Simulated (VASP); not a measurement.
# TiO2 (P4_2/mnm) in VASP: notebook

The runs below take TiO2 through electric field gradients, with LDA.

Everything below comes from runs of VASP 6.6.1. Logs are shortened: lines on timing, memory, paths and dates and some standing lists are left out, and cuts for length are marked.

### Step 1. The cell of the first run

It takes space group P4_2/mnm (No. 136, tetragonal). The conventional cell has a = 4.624 Å, b = 4.624 Å, c = 2.979 Å, α = 90.00°, β = 90.00°, γ = 90.00°. Within 2.6 Å of Ti (site symmetry mmm) lie 6 O at 1.96 to 2.00 Å. O (site symmetry m2m) has 3 Ti at 1.96 to 2.00 Å and 1 O at 2.54 Å within 2.6 Å.

### Step 2. Electric field gradients, LDA (10.62 Å³/atom)

File INCAR:

```
SYSTEM = TiO2
PREC     = Accurate       ! precision mode
ENCUT    = 520            ! plane-wave cutoff, eV
EDIFF    = 1E-8           ! SCF threshold, eV
ISMEAR   = -1             ! smearing method
SIGMA    = 0.05           ! smearing width, eV
LREAL    = .False.        ! projectors in reciprocal space
LASPH    = .True.         ! aspherical terms in the spheres
NELM     = 80             ! most SCF steps
ALGO     = Normal         ! electronic algorithm
ISIF     = 2              ! what is computed and relaxed
LWAVE    = .False.        ! write WAVECAR
LCHARG   = .False.        ! write CHGCAR
GGA      = CA             ! functional
LEFG     = .True.       
NBANDS   = 33             ! bands
```

File KPOINTS:

```
Automatic mesh
0
Gamma
  7 7 10
  0 0 0
```

File POSCAR:

```
TiO2
1.0
    4.6244247277      0.0000000000      0.0000000000
    0.0000000000      4.6244247277      0.0000000000
    0.0000000000      0.0000000000      2.9785965976
Ti O
2 4
Direct
    0.0000000000      0.0000000000      0.0000000000
    0.5000000000      0.5000000000      0.5000000000
    0.3060000000      0.3060000000      0.0000000000
    0.1940000000      0.8060000000      0.5000000000
    0.6940000000      0.6940000000      0.0000000000
    0.8060000000      0.1940000000      0.5000000000
```

Potentials or basis: VASP PAW LDA potentials, release 64 (Ti_sv, O).

Launch:

```
$ cat potpaw_LDA.64/Ti_sv/POTCAR potpaw_LDA.64/O/POTCAR > POTCAR
$ mpirun -np 1 vasp_std > vasp.out
```

OUTCAR:

```text
SYSTEM = TiO2
   PREC = Accurate
   ENCUT = 520
   EDIFF = 1E-8
   ISMEAR = -1
   LREAL = .False.
   LASPH = .True.
   NELM = 80
   ISIF = 2
   GGA = CA

 ion  position               nearest neighbor table
   1  0.000  0.000  0.000-   4 1.96   6 1.96   4 1.96   6 1.96   5 2.00   3 2.00
   2  0.500  0.500  0.500-   3 1.96   5 1.96   3 1.96   5 1.96   4 2.00   6 2.00
   3  0.306  0.306  0.000-   2 1.96   2 1.96   1 2.00
   4  0.194  0.806  0.500-   1 1.96   1 1.96   2 2.00
   5  0.694  0.694  0.000-   2 1.96   2 1.96   1 2.00
   6  0.806  0.194  0.500-   1 1.96   1 1.96   2 2.00

  LATTYP: Found a simple tetragonal cell.
 ALAT       =     4.6244247277
 C/A-ratio  =     0.6441010013

  Lattice vectors:

 A1 = (   4.6244247277,   0.0000000000,   0.0000000000)
 A2 = (   0.0000000000,   4.6244247277,   0.0000000000)
 A3 = (   0.0000000000,   0.0000000000,   2.9785965976)

Analysis of symmetry for initial positions (statically):
=====================================================================
 Subroutine PRICEL returns:
 Original cell was already a primitive cell.

 Routine SETGRP: Setting up the symmetry group for a
 simple tetragonal supercell.

 Subroutine GETGRP returns: Found 16 space group operations
 (whereof  8 operations were pure point group operations)
 out of a pool of 16 trial point group operations.

The static configuration has the point symmetry D_2h.
 The point group associated with its full space group is D_4h.

Analysis of symmetry for dynamics (positions and initial velocities):
=====================================================================
 Subroutine PRICEL returns:
 Original cell was already a primitive cell.

 Routine SETGRP: Setting up the symmetry group for a
 simple tetragonal supercell.

 Subroutine GETGRP returns: Found 16 space group operations
 (whereof  8 operations were pure point group operations)
 out of a pool of 16 trial point group operations.

The dynamic configuration has the point symmetry D_2h.
 The point group associated with its full space group is D_4h.

 Subroutine INISYM returns: Found 16 space group operations
 (whereof  8 operations are pure point group operations),
 and found     1 'primitive' translations

----------------------------------------------------------------------------------------

                                     Primitive cell

  volume of cell :      63.6982

  direct lattice vectors                    reciprocal lattice vectors
     4.624424728  0.000000000  0.000000000     0.216243113  0.000000000  0.000000000
     0.000000000  4.624424728  0.000000000     0.000000000  0.216243113  0.000000000
     0.000000000  0.000000000  2.978596598     0.000000000  0.000000000  0.335728578

  length of vectors
     4.624424728  4.624424728  2.978596598     0.216243113  0.216243113  0.335728578

  position of ions in fractional coordinates (direct lattice)
     0.000000000  0.000000000  0.000000000
     0.500000000  0.500000000  0.500000000
     0.306000000  0.306000000  0.000000000
     0.194000000  0.806000000  0.500000000
     0.694000000  0.694000000  0.000000000
     0.806000000  0.194000000  0.500000000

  ion indices of the primitive-cell ions
   primitive index   ion index
                 1           1
                 2           2
                 3           3
                 4           4
                 5           5
                 6           6

----------------------------------------------------------------------------------------

 KPOINTS: Automatic mesh

Automatic generation of k-mesh.
 Grid dimensions read from file:
 generate k-points for:    7    7   10

 Generating k-lattice:

[... 54 lines left out ...]
   ICHARG =      2    charge: 1-file 2-atom 10-const
   ISPIN  =      1    spin polarized calculation?
   LNONCOLLINEAR =      F non collinear calculations
   LSORBIT =      F    spin-orbit coupling
   LASPH  =      T    aspherical Exc in radial PAW
   ENCUT  =  520.0 eV  38.22 Ry    6.18 a.u.   8.60  8.60  5.54*2*pi/ulx,y,z
   NELM   =     80;   NELMIN=  2; NELMDL= -5     # of ELM steps
   EDIFF  = 0.1E-07   stopping-criterion for ELM
   LREAL  =      F    real-space projection
   EDIFFG = 0.1E-06   stopping-criterion for IOM
   NSW    =      0    number of steps for IOM
   IBRION =     -1    ionic relax: 0-MD 1-quasi-New 2-CG
   NFREE  =      0    steps in history (QN), initial steepest desc. (CG)
   ISIF   =      2    stress and relaxation
   ISYM   =      2    0-nonsym 1-usesym 2-fastsym
   POTIM  = 0.5000    time-step for ionic-motion
   TEBEG  =    0.0;   TEEND  =   0.0 temperature during run
   PSTRESS=    0.0 pullay stress
   NELECT =      48.0000    total number of electrons
   NUPDOWN=      -1.0000    fix difference up-down
   EMIN   =  10.00;   EMAX   =-10.00  energy-range for DOS
   EFERMI =   0.00;   METHOD = LEGACY
   ISMEAR =    -1;   SIGMA  =   0.05  broadening in eV -4-tet -1-fermi 0-gaus
   EFERMI_NEDOS =   21; number of points for ismear=-14 and -15
   IALGO  =     38    algorithm
   IMIX   =      4    mixing-type and parameters
     AMIX     =   0.40;   BMIX     =  1.00
     AMIX_MAG =   1.60;   BMIX_MAG =  1.00
  volume/ion in A,a.u.               =      10.62        71.64
  Fermi-wavevector in a.u.,A,eV,Ry     =   1.489748  2.815216 30.196086  2.219350
  Thomas-Fermi vector in A             =   2.602617
   LORBIT       =      0    0 simple, 1 ext, 2 COOP (PROOUT), +10 PAW based schemes
   GGA     = CA    functional components
   LHFCALC =     F    Hartree Fock is set to
   AEXX    =    0.0000 exact exchange contribution
   IVDW    =     0    specifies the selected vdW correction
   LEPSILON=     F    determine dielectric tensor
   LRPA    =     F    only Hartree local field effects (RPA)
 non-spin polarized calculation
  energy-cutoff  :      520.00
  volume of cell :       63.70
 maximum number of plane-waves:      1734
 NGX is ok and might be reduce to    36
   NGX = 17   NGY = 17   NGZ = 11

 number of electron      48.0000026 magnetization

 Free energy of the ion-electron system (eV)
  ---------------------------------------------------
  ext. energy  EPLUGINS =         0.00000000
  ---------------------------------------------------
  free energy    TOTEN  =       -58.66937881 eV

  energy without entropy =      -58.66937880  energy(sigma->0) =      -58.66937881

 E-fermi :   5.1811     XC(G=0): -11.8844

 val. band max:        4.3254144812   @ k =   0.0000   0.0000   0.0000
 cond. band min:       6.1008406749   @ k =   0.0000   0.0000   0.0000
 fundamental gap:      1.7754261937
 Fermi energy:         5.1810757195

 k-point     1 :       0.0000    0.0000    0.0000
  band No.  band energies     occupation
      1     -51.8974      2.00000
      2     -51.8808      2.00000
      3     -28.5884      2.00000
      4     -28.5884      2.00000
      5     -28.4294      2.00000
      6     -28.4294      2.00000
[... 853 lines left out ...]
     32       9.6126      0.00000
     33      10.5002      0.00000

 [... further k-points ...]

------------------------ aborting loop because EDIFF is reached ----------------------------------------

  FORCE on cell =-STRESS in cart. coord.  units (eV):
  Direction    XX          YY          ZZ          XY          YZ          ZX
  --------------------------------------------------------------------------------------
  -------------------------------------------------------------------------------------
  Total       -3.8899610     -3.8899610     -5.4908767      0.0000000      0.0000000      0.0000000
  in kB      -97.8427634    -97.8427634   -138.1100105      0.0000000      0.0000000      0.0000000
  external PRESSURE =    -111.2651791 kB  Pullay stress =       0.0000000 kB

 VOLUME and BASIS-vectors are now :
 -----------------------------------------------------------------------------
  energy-cutoff  :      520.00
  volume of cell :       63.70
      direct lattice vectors                 reciprocal lattice vectors
     4.624424728  0.000000000  0.000000000     0.216243113  0.000000000  0.000000000
     0.000000000  4.624424728  0.000000000     0.000000000  0.216243113  0.000000000
     0.000000000  0.000000000  2.978596598     0.000000000  0.000000000  0.335728578

 POSITION                                       TOTAL-FORCE (eV/Angst)
 -----------------------------------------------------------------------------------
      0.00000      0.00000      0.00000        -0.000000      0.000000      0.000000
      2.31221      2.31221      1.48930        -0.000000      0.000000      0.000000
      1.41507      1.41507      0.00000        -0.018568     -0.018568      0.000000
      0.89714      3.72729      1.48930         0.018568     -0.018568      0.000000
      3.20935      3.20935      0.00000         0.018568      0.018568      0.000000
      3.72729      0.89714      1.48930        -0.018568      0.018568      0.000000
 -----------------------------------------------------------------------------------
    total drift:                               -0.000000      0.000000      0.000000

  FREE ENERGIE OF THE ION-ELECTRON SYSTEM (eV)
  ---------------------------------------------------
  free  energy   TOTEN  =       -58.6693788058 eV

  energy  without entropy=      -58.6693788046  energy(sigma->0) =      -58.66937881

 Electric field gradients (V/A^2)
---------------------------------------------------------------------
 ion       V_xx      V_yy      V_zz      V_xy      V_xz      V_yz
---------------------------------------------------------------------
   1      12.301    12.301   -24.603     7.141     0.000     0.000
   2      12.301    12.301   -24.603    -7.141     0.000    -0.000
   3       1.345     1.345    -2.689    19.108     0.000     0.000
   4       1.345     1.345    -2.689   -19.108    -0.000     0.000
   5       1.345     1.345    -2.689    19.108    -0.000     0.000
   6       1.345     1.345    -2.689   -19.108     0.000     0.000
---------------------------------------------------------------------

 Electric field gradients after diagonalization (V/A^2)
 (convention: |V_zz| > |V_xx| > |V_yy|)
----------------------------------------------------------------------
 ion       V_xx      V_yy      V_zz     asymmetry (V_yy - V_xx)/ V_zz
----------------------------------------------------------------------
   1      19.442     5.160   -24.603       0.581
   2      19.442     5.160   -24.603       0.581
   3     -17.763    -2.689    20.452       0.737
   4     -17.763    -2.689    20.452       0.737
   5     -17.763    -2.689    20.452       0.737
   6     -17.763    -2.689    20.452       0.737
----------------------------------------------------------------------

           NMR quadrupolar parameters

 Cq : quadrupolar parameter    Cq=e*Q*V_zz/h
 eta: asymmetry parameters     (V_yy - V_xx)/ V_zz
 Q  : nuclear electric quadrupole moment in mb (millibarn)
----------------------------------------------------------------------
 ion       Cq(MHz)       eta       Q (mb)
----------------------------------------------------------------------
   1      -0.059       0.581       1.000
   2      -0.059       0.581       1.000
   3       0.049       0.737       1.000
   4       0.049       0.737       1.000
   5       0.049       0.737       1.000
   6       0.049       0.737       1.000
----------------------------------------------------------------------
```

It took 3.9 min on 1 thread of Intel Xeon 8259CL, shared host; peak memory 0.22 GiB.

What came out:

```yaml
Free_energy: -58.6694 eV
Pressure: -11.1 GPa
Largest_force: 0.026 eV/Å
Band_gap_on_the_k_mesh: 1.78 eV
Largest_electric_field_gradient_by_atom: Ti -24.6; O +20.5 V/Å²
```

Forces in eV/Å, atoms in the order of the input:
```
Ti   0.000  0.000  0.000
Ti   0.000  0.000  0.000
O   -0.019 -0.019  0.000
O    0.019 -0.019  0.000
O    0.019  0.019  0.000
O   -0.019  0.019  0.000
```

Stress tensor (GPa, compression positive):
```
 -9.78   0.00   0.00
  0.00  -9.78   0.00
  0.00   0.00 -13.81
```

Levels at points of the mesh, in eV from the valence-band top:
```tsv
k point	band 21	band 22	band 23	band 24	band 25	band 26	band 27	band 28
(0.00, 0.00, 0.00)	-0.69	-0.43	-0.43	0.00	1.78	2.08	2.31	2.38
(0.00, 0.00, 0.50)	-2.33	-2.33	-1.42	-1.42	2.84	2.84	3.01	3.01
```

Electric field gradients, principal values (V/Å²):
| atom | least | middle | greatest (by size) |
| --- | --- | --- | --- |
| 1 Ti | 5.160 | 19.442 | -24.603 |
| 2 Ti | 5.160 | 19.442 | -24.603 |
| 3 O | -2.689 | -17.763 | 20.452 |
| 4 O | -2.689 | -17.763 | 20.452 |
| 5 O | -2.689 | -17.763 | 20.452 |
| 6 O | -2.689 | -17.763 | 20.452 |

Caveat: the cell stands under tension; without QUAD_EFG the Cq values of the log hold for a quadrupole moment of 1 mb, not for the nuclei; an odd mesh through Γ misses points on the zone boundary, where band edges can lie.

(Part 1 of 2 ends here.)
